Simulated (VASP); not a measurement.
Set up this calculation in VASP 6.6.1, as the native input.

- Task: single point
- Functional: r2SCAN
- Potentials or basis: VASP PAW PBE potentials, release 64 (Zr_sv)
- Cutoff: 520 eV
- k mesh: 20 × 20 × 20
- Occupations: gaussian, width 0.15 eV
- Spin: no spin polarisation
- Dipole correction: no
- Further INCAR settings: ALGO = Normal; EDIFF = 1e-06; NBANDS = 12

Zr:

```
Zr
1.0
    -2.66053    1.90038    1.90038
     1.90038   -2.66053    1.90038
     1.90038    1.90038   -2.66053
Zr
1
Direct
  0.00000 0.00000 0.00000
```

This cell differs from its parent crystal: ratio of the length along [111] to the lengths across it x 0.5, volume and fractional coordinates fixed.

The input as run:

POSCAR

```
Zr
1.0
   -2.6605332837      1.9003809169      1.9003809169
    1.9003809169     -2.6605332837      1.9003809169
    1.9003809169      1.9003809169     -2.6605332837
Zr
1
Direct
    0.0000000000      0.0000000000      0.0000000000
```

INCAR.step1

```
  ALGO = Normal
  EDIFF = 1E-4
  ENCUT = 520
  GGA = PE
  ISMEAR = 0
  LASPH = T
  LCHARG = F
  LREAL = F
  LWAVE = T
  NBANDS = 12
  NELM = 100
  PREC = Accurate
  SIGMA = 0.15
```

INCAR.step2

```
  ALGO = Normal
  EDIFF = 1E-6
  ENCUT = 520
  ISIF = 2
  ISMEAR = 0
  ISTART = 1
  LASPH = T
  LCHARG = T
  LELF = T
  LMIXTAU = T
  LREAL = F
  LVHAR = T
  LWAVE = F
  METAGGA = R2SCAN
  NBANDS = 12
  NELM = 100
  PREC = Accurate
  SIGMA = 0.15
```

KPOINTS

```
k-points
0
Gamma
  20 20 20
```

Potentials or basis: VASP PAW PBE potentials, release 64 (Zr_sv).

The run is started by

```bash
$ cat potpaw_PBE.64/Zr_sv/POTCAR > POTCAR
$ cp INCAR.step1 INCAR
$ mpirun -np 1 vasp_std > vasp.out
$ cp INCAR.step2 INCAR
$ mpirun -np 1 vasp_std > vasp.out
```

Results of the run:

| Quantity | Value |
| --- | --- |
| Pressure | 58.3 GPa |
| Band gap on the k mesh | zero (bands 6 and 7 overlap by 3.01 eV) |

Caveat: atoms lie so close that the PAW spheres overlap strongly, which falsifies energies and pressures; the cell stands under pressure; the PAW data sets were made with another functional, which shifts forces and pressure a little.

Wall time 11 min on 1 thread of AMD EPYC 9R45 96-Core Processor (Zen 5), on a shared host, peak memory 0.31 GiB.
